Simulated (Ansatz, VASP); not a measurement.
Two plane-wave programs on InTe4W

```
In Te W
1.0
     3.77675    0.00000    0.00000
     0.00000    3.77675    0.00000
     0.00000    0.00000   13.20881
In Te W
1 4 1
Direct
  0.00000 0.00000 0.00000
  0.50000 0.50000 0.17034
  0.00000 0.00000 0.65261
  0.00000 0.00000 0.34739
  0.50000 0.50000 0.82966
  0.50000 0.50000 0.50000
```

Change from the starting cell: species swapped into the Hf4AgPd type (P4/mmm, No. 123).

Alike in both runs: task single point; functional PBE; k mesh 4 × 4 × 2; occupations gaussian, width 0.1 eV; no spin polarisation.

|  | VASP | Ansatz |
| --- | --- | --- |
| version | VASP 6.6.1 | Ansatz 0.2.0 |
| potentials or method | VASP PAW PBE potentials, release 64 (In_d, Te, W_sv), cutoff 520 eV | scalar-relativistic, plane waves, PAW |
| valence electrons in the cell | 51 | 91 |

```csv
,VASP,Ansatz,Ansatz less VASP
gap on the k mesh at the Fermi level (eV),none,none,-
pressure (GPa),-10.4,-10.4,+0.03
"traceless stress, the component that is largest in VASP (GPa)",2.66,2.66,-0.006
rms of the force components (eV/Å),0.855,0.858,+0.0023
```

Atom by atom the forces differ by 0.002 eV/Å (rms over components). A gap of «none» marks a metal or a gap that the smearing closes. With one functional, cell and mesh, what is left measures potentials, basis and numerics. VASP's potentials hold 51 valence electrons a cell and Ansatz's 91, so a difference there can come from the potentials and not from the codes.

The k mesh is coarse, so the values compare programs but aren't converged. Spin-orbit coupling is off throughout.
